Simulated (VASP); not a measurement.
# P (R-3m) in VASP: notebook, part 2 of 2

VASP 6.6.1.

## (4) Single point, PBEsol+D4, collinear spin, ferromagnetic start (volume scaled by 1.08)

Contents of INCAR:

```
SYSTEM = P
ALGO = Normal
EDIFF = 1E-7
ENCUT = 520
GGA = PS
ISIF = 2
ISMEAR = -5
ISPIN = 2
IVDW = 13
LASPH = .True.
LCHARG = .False.
LORBIT = 11
LREAL = .False.
LWAVE = .False.
MAGMOM = -0.42 -0.25
NBANDS = 16
NELM = 150
PREC = Accurate
SIGMA = 0.05
```

Contents of KPOINTS:

```
k-points
0
Gamma
  9 9 9
  0 0 0
```

Contents of POSCAR:

```
P
1.0
    3.8066323193      0.0000000000      0.0000000000
    2.1595517659      3.1347704516      0.0000000000
    2.1595517659      1.1346782077      2.9222065549
P
2
Direct
    0.7729197500      0.7729197500      0.7729197500
    0.2270802500      0.2270802500      0.2270802500
```

Potentials or basis: VASP PAW PBE potentials, release 64 (P).

Started as:

```console
$ cat potpaw_PBE.64/P/POTCAR > POTCAR
$ mpirun -np 1 vasp_std > vasp.out
```

OUTCAR:

```text
SYSTEM = P
   EDIFF = 1E-7
   ENCUT = 520
   GGA = PS
   ISIF = 2
   ISMEAR = -5
   ISPIN = 2
   IVDW = 13
   LASPH = .True.
   LORBIT = 11
   LREAL = .False.
   NELM = 150
   PREC = Accurate

 ion  position               nearest neighbor table
   1  0.773  0.773  0.773-   2 2.35   2 2.35   2 2.35   2 2.89   2 2.89   2 2.89
   2  0.227  0.227  0.227-   1 2.35   1 2.35   1 2.35   1 2.89   1 2.89   1 2.89

  LATTYP: Found a trigonal (rhomboedric) cell.
 ALAT       =     3.8066323192
 COS(alpha) =     0.5673129383

  Lattice vectors:

 A1 = (   3.8066323193,   0.0000000000,   0.0000000000)
 A2 = (   2.1595517659,   3.1347704516,   0.0000000000)
 A3 = (   2.1595517659,   1.1346782077,   2.9222065549)

Analysis of symmetry for initial positions (statically):
=====================================================================
 Subroutine PRICEL returns:
 Original cell was already a primitive cell.

 Routine SETGRP: Setting up the symmetry group for a
[... 1098 lines left out ...]
      5       3.0018      1.00000
      6       8.3034      0.00000
[... 8 lines left out ...]
     15      22.1119      0.00000
     16      23.1370      0.00000

 [... further k-points ...]

------------------------ aborting loop because EDIFF is reached ----------------------------------------

  DFT-D4 for vdW energy calculation

  Edisp (eV):   -0.47984

  FORCE on cell =-STRESS in cart. coord.  units (eV):
  Direction    XX          YY          ZZ          XY          YZ          ZX
  --------------------------------------------------------------------------------------
  -------------------------------------------------------------------------------------
  Total      -2.00040    -2.05060    -2.06077     0.03643     0.01310     0.02493
  in kB     -91.91154   -94.21780   -94.68527     1.67386     0.60196     1.14567
  external pressure =      -93.60 kB  Pullay stress =        0.00 kB

 VOLUME and BASIS-vectors are now :
 -----------------------------------------------------------------------------
  energy-cutoff  :      520.00
  volume of cell :       34.87
      direct lattice vectors                 reciprocal lattice vectors
     3.806632319  0.000000000  0.000000000     0.262699393 -0.180974316 -0.123867125
     2.159551766  3.134770452  0.000000000     0.000000000  0.319002624 -0.123867125
     2.159551766  1.134678208  2.922206555     0.000000000  0.000000000  0.342207158

 POSITION                                       TOTAL-FORCE (eV/Angst)
 -----------------------------------------------------------------------------------
      6.28054      3.29994      2.25863         0.234809      0.123374      0.084443
      1.84519      0.96951      0.66358        -0.234809     -0.123374     -0.084443
 -----------------------------------------------------------------------------------
    total drift:                                0.000003      0.000001      0.000001

  FREE ENERGIE OF THE ION-ELECTRON SYSTEM (eV)
  ---------------------------------------------------
  free  energy   TOTEN  =       -11.9608476364 eV

  energy  without entropy=      -11.9608476364  energy(sigma->0) =      -11.96084764

 total charge

# of ion       s       p       d       tot
------------------------------------------
    1        1.100   1.280   0.000   2.380
    2        1.100   1.280   0.000   2.380
--------------------------------------------------
tot          2.200   2.560   0.000   4.761

 magnetization (x)

# of ion       s       p       d       tot
------------------------------------------
    1        0.000  -0.000   0.000  -0.000
    2        0.000   0.000   0.000   0.000
--------------------------------------------------
tot          0.000   0.000   0.000   0.000
```

OSZICAR:

```text
N       E                     dE             d eps       ncg     rms          rms(c)
DAV:   1     0.201169245390E+02    0.20117E+02   -0.39926E+03  5440   0.503E+02
DAV:   2    -0.103858223277E+02   -0.30503E+02   -0.29059E+02  7400   0.992E+01
DAV:   3    -0.114627795250E+02   -0.10770E+01   -0.10763E+01  6952   0.167E+01
DAV:   4    -0.114678904523E+02   -0.51109E-02   -0.51124E-02  7024   0.143E+00
DAV:   5    -0.114679250253E+02   -0.34573E-04   -0.34596E-04  7016   0.116E-01    0.619E+00
DAV:   6    -0.114919877086E+02   -0.24063E-01   -0.12928E-02  7080   0.535E-01    0.359E+00
DAV:   7    -0.114726638514E+02    0.19324E-01   -0.12686E-02  6672   0.564E-01    0.974E-01
DAV:   8    -0.114809662697E+02   -0.83024E-02   -0.33379E-03  6392   0.314E-01    0.205E-01
DAV:   9    -0.114809927944E+02   -0.26525E-04   -0.92276E-05  7744   0.526E-02    0.471E-02
DAV:  10    -0.114809999226E+02   -0.71282E-05   -0.23379E-05  6696   0.223E-02    0.244E-02
DAV:  11    -0.114810007110E+02   -0.78844E-06   -0.57252E-06  7096   0.127E-02    0.963E-03
DAV:  12    -0.114810015933E+02   -0.88228E-06   -0.65493E-07  7064   0.355E-03    0.284E-03
DAV:  13    -0.114810025867E+02   -0.99334E-06   -0.24733E-07  5632   0.238E-03    0.116E-03
DAV:  14    -0.114810028788E+02   -0.29212E-06   -0.42035E-08  3912   0.106E-03    0.479E-04
DAV:  15    -0.114810029236E+02   -0.44853E-07   -0.33822E-09  3216   0.314E-04
   1 F= -.11960848E+02 E0= -.11960848E+02  d E =0.000000E+00  mag=     0.0000
```

stdout:

```text
POSCAR found type information on POSCAR P
 POSCAR found :  1 types and       2 ions
 scaLAPACK will be used
 -----------------------------------------------------------------------------
[... 23 lines left out ...]
|     Tetrahedron method does not include variations of the Fermi             |
|     occupations, so forces and stress will be inaccurate. We suggest        |
|     using a different smearing scheme ISMEAR = 1 or 2 for metals in         |
|     relaxations.                                                            |
|                                                                             |
 -----------------------------------------------------------------------------
```

It took 80 s on 1 thread of AMD EPYC 7R13 (Zen 3), shared host; peak memory 0.17 GiB.

Results:

```
Free energy                                           : -11.9608 eV
Pressure                                              : -9.4 GPa
Largest force                                         : 0.278 eV/Å
Band gap on the k mesh                                : zero (filled and empty bands overlap)
Net moment                                            : 0.00 μB per cell
Valence electrons inside the program's atomic spheres : P 2.38
Dispersion energy per atom                            : -0.240 eV
```

Forces in eV/Å, atoms in the order of the input:
```
P    0.235  0.123  0.084
P   -0.235 -0.123 -0.084
```

Caveat: the PAW data sets were made with another functional, which shifts forces and pressure a little; pairwise dispersion overbinds metals, which lowers pressure and volume; tetrahedron occupations give inexact forces and stress in metals.

## (5) The runs side by side

```csv
task,level,spin,cell,cutoff (eV),smearing,gap on the mesh (eV),pressure (GPa),moment (μB),largest force (eV/Å)
single point,RPBE,"collinear, antiferromagnetic start","a = 3.748 Å, angles 55.7°, 2 atoms",520,methfessel-paxton 0.1 eV,none,-0.5,0.00,0.06
relaxation of cell and atoms,RPBE,"collinear, antiferromagnetic start","relaxed from a = 3.710 Å, angles 55.4°, 2 atoms",600,methfessel-paxton 0.1 eV,none,0.0,0.00,-
single point,PBEsol+D4,"collinear, ferromagnetic start","a = 3.807 Å, angles 55.4°, 2 atoms",520,tetrahedron,none,-9.4,0.00,0.28
```

Alike in all rows: potentials or basis VASP PAW PBE potentials, release 64 (P); k mesh 9 × 9 × 9.

Caveats: the PAW data sets were made with another functional, which shifts forces and pressure a little; pairwise dispersion overbinds metals, which lowers pressure and volume (some runs); tetrahedron occupations give inexact forces and stress in metals (some runs).

Total energies depend on the potentials used, so only differences within one code and one set of settings carry meaning.
